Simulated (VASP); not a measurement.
Input of a VASP 6.6.1 run:

The input INCAR:

```
ALGO = Normal
EDIFF = 1E-6
ENCUT = 520
GGA = PE
ISIF = 2
ISMEAR = 0
LASPH = T
LCHARG = F
LREAL = F
LWAVE = F
NBANDS = 16
NELM = 60
PREC = Accurate
SIGMA = 0.02
```

Contents of KPOINTS:

```
k-points
0
Gamma
  12 12 4
```

File POSCAR:

```
BN
1.0
    2.5121811355      0.0000000000      0.0000000000
   -1.2560905678      2.1756126823      0.0000000000
    0.0000000000      0.0000000000      8.8437534153
B N
2 2
Direct
    0.3333333333      0.6666666667      0.2500000000
    0.6666666667      0.3333333333      0.7500000000
    0.3333333333      0.6666666667      0.7500000000
    0.6666666667      0.3333333333      0.2500000000
```

Potentials or basis: VASP PAW PBE potentials, release 64 (B, N).

Command:

```bash
$ cat potpaw_PBE.64/B/POTCAR potpaw_PBE.64/N/POTCAR > POTCAR
$ mpirun -np 1 vasp_std > vasp.out
```

(1) What does it give for the pressure?

(2) Predict the band gap on the k mesh.

## Answers

(1) 0.0 GPa.

(2) 4.29 eV (least direct gap 4.66 eV).

Caveat: the cell differs from its parent crystal (strain along c alone, the other axes held: +6.0 %); this functional lacks dispersion, which binds the layers, so the pressure and a relaxed spacing across them are unreliable.
